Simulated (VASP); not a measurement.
**CuO: single point with r2SCAN**

CuO:

```xyz
4
Lattice="2.0552 -2.2231 0.0000 2.0552 2.2231 0.0000 0.0000 0.0000 5.3224" Properties=species:S:1:pos:R:3 pbc="T T T"
Cu    1.0276    1.1115    0.0000
Cu    1.0276   -1.1115    2.6612
O     2.0552    0.0000    1.3306
O     2.0552    0.0000    3.9918
```

```json
{
  "Program": "VASP 6.6.1",
  "Task": "single point",
  "Functional": "r2SCAN",
  "Potentials or basis": "VASP PAW PBE potentials, release 64 (Cu, O)",
  "Cutoff": "520 eV",
  "k mesh": "14 × 14 × 8",
  "Occupations": "gaussian, width 0.1 eV",
  "Spin": "no spin polarisation",
  "Dipole correction": "no",
  "Further INCAR settings": "ALGO = Normal; EDIFF = 1e-06; NBANDS = 25"
}
```

| Quantity | Value |
| --- | --- |
| Pressure | -15.7 GPa |
| Band gap on the k mesh | zero (band 17 reaches 4.07 eV, above the bottom of band 18 at 3.06 eV) |

Stress tensor (GPa, compression positive):
```
-12.92   0.00   0.00
  0.00 -15.10   0.00
  0.00   0.00 -19.02
```

Levels at points of the mesh, in eV from the Fermi level:
```
           k point  band 13  band 14  band 15  band 16  band 17  band 18  band 19  band 20  band 21  band 22
(0.00, 0.00, 0.00)    -2.29    -2.26    -2.23    -1.92     0.52     0.69     1.45     6.45     7.27    13.46
(0.50, 0.00, 0.00)    -2.28    -1.83    -1.55    -1.47     0.18     0.44     4.19     6.01     6.44    11.21
(0.50, 0.50, 0.00)    -2.31    -2.29    -1.54    -1.25    -1.20     1.05     2.86     7.54     9.17    10.16
(0.00, 0.00, 0.50)    -2.22    -2.22    -1.53    -1.53     0.14     0.14     3.55     3.55    11.73    11.73
(0.50, 0.00, 0.50)    -2.37    -2.27    -1.95    -1.77    -0.24     0.60     4.74     5.98     8.42     8.49
(0.50, 0.50, 0.50)    -1.83    -1.83    -1.42    -1.42    -0.49    -0.49     4.55     4.55     9.98     9.98
```

Wall time 7.5 min on 1 thread of Intel(R) Xeon(R) Platinum 8488C (Sapphire Rapids), with other jobs on the host, peak memory 0.39 GiB.

Caveat: the PAW data sets were made with another functional, which shifts forces and pressure a little; semilocal functionals often make such compounds metallic where correlation or magnetic order opens a gap, which also shifts bond lengths. With open d or f shells a metallic result of r2SCAN can be an artefact of self-interaction; +U or a hybrid may open a gap.
